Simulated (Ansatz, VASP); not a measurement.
## Two plane-wave programs on Mo

The input INCAR:

```
PREC     = Accurate       # precision mode
ENCUT    = 520            # plane-wave cutoff, eV
EDIFF    = 1E-8           # SCF threshold, eV
ISMEAR   = -1             # smearing method
SIGMA    = 0.05           # smearing width, eV
LREAL    = F              # projectors in reciprocal space
LASPH    = T              # aspherical terms in the spheres
NELM     = 80             # most SCF steps
ALGO     = Normal         # electronic algorithm
ISIF     = 2              # what is computed and relaxed
LWAVE    = F              # write WAVECAR
LCHARG   = F              # write CHGCAR
GGA      = PE             # functional
LEFG     = T            
NBANDS   = 13             # bands
```

File KPOINTS:

```
Automatic mesh
0
Gamma
  16 16 16
```

File POSCAR:

```
Mo
1.0
   -1.5867100000      1.5867100000      1.5710000000
    1.5867100000     -1.5867100000      1.5710000000
    1.5552900000      1.5552900000     -1.5710000000
Mo
1
Direct
    0.0000000000      0.0000000000      0.0000000000
```

Input for Ansatz:

```yaml
crystal:
  lattice:
    - [-1.58671, 1.58671, 1.571]
    - [1.58671, -1.58671, 1.571]
    - [1.55529, 1.55529, -1.571]
  atoms:
    - { symbol: Mo, position: [0.0, 0.0, 0.0] }
kpoints:
  mp_grid: { grid: [16, 16, 16] }
scf:
  occupations: { method: fermi_dirac, width: 0.05 }
hamiltonian:
  xc: pbe
  pseudopotentials: { kind: paw }
output:
  forces: true
  stress: true
  eigenvalues: true
  efg: { contact_densities: true }
```

Change from the starting cell: xy shear strain of -2 %, PAW files.

Alike in both runs: task electric field gradients; functional PBE; k mesh 16 × 16 × 16; occupations fermi-dirac, width 0.05 eV; no spin polarisation.

```csv
,VASP,Ansatz
version,VASP 6.6.1,Ansatz 0.2.0
potentials or method,"VASP PAW PBE potentials, release 64 (Mo_sv)","PAW with Ansatz's default frozen-core files, scalar-relativistic"
plane-wave cutoff (eV),520,420
valence electrons in the cell,14,14
```

VASP gave:

```
pressure (GPa)                                                : 5.3
traceless stress, the component that is largest in VASP (GPa) : 2.26
size of Vzz on the site where it differs most (V/Å²)          : 2.5
```

Problem. Estimate Ansatz's values.

Solution. Pressure (GPa): 4.7; traceless stress, the component that is largest in VASP (GPa): 2.24; size of Vzz on the site where it differs most (V/Å²): 2.3.
